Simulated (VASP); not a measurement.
Set up this calculation in VASP 6.6.1, as the native input.

- Task: single point
- Functional: PBE
- Potentials or basis: VASP PAW PBE potentials, release 64 (B, N)
- Cutoff: 520 eV
- k mesh: 12 × 12 × 4
- Occupations: gaussian, width 0.05 eV
- Spin: no spin polarisation
- Dipole correction: no
- Further INCAR settings: ALGO = Normal; EDIFF = 1e-06; NBANDS = 16

The structure of BN lies in POSCAR:

```
BN
1.0
    2.5121751215      0.0000000000      0.0000000000
   -1.2560875608      2.1756074740      0.0000000000
    0.0000000000      0.0000000000      8.3436910039
B N
2 2
Direct
    0.4221292984      0.7316698246      0.2500000000
    0.6666666667      0.3333333333      0.7500000000
    0.3333333333      0.6666666667      0.7500000000
    0.6666666667      0.3333333333      0.2500000000
```

This cell differs from its parent crystal: atom 1 (B) moved +0.200 Å along Cartesian [1 1 0].

These files were run (other wordings do the same):

INCAR

```
SYSTEM = BN
PREC = Accurate
ENCUT = 520
EDIFF = 1E-6
ISMEAR = 0
SIGMA = 0.05
LREAL = .False.
LASPH = .True.
NELM = 80
ALGO = Normal
ISIF = 2
LWAVE = .False.
LCHARG = .True.
GGA = PE
LELF = .True.
LVHAR = .True.
NBANDS = 16
```

KPOINTS

```
Automatic mesh
0
Gamma
  12 12 4
  0 0 0
```

Potentials or basis: VASP PAW PBE potentials, release 64 (B, N).

The run is started by

```sh
$ cat potpaw_PBE.64/B/POTCAR potpaw_PBE.64/N/POTCAR > POTCAR
$ mpirun -np 1 vasp_std > vasp.out
```

It gave:

```json
{"Pressure": "5.1 GPa", "Largest force": "6.622 eV/Å", "Band gap on the k mesh": "3.03 eV (least direct gap 3.52 eV)"}
```

Caveat: the cell differs from its parent crystal (atom 1 (B) moved +0.200 Å along Cartesian [1 1 0]); the cell stands under pressure; this functional lacks dispersion, which binds the layers, so the pressure and a relaxed spacing across them are unreliable; forces of over 1 eV/Å act on the atoms, so gaps and moduli don't describe the material at rest.

It took 88 s on 1 thread of AMD EPYC 9R14 (Zen 4) (shared host), peak memory 0.23 GiB.
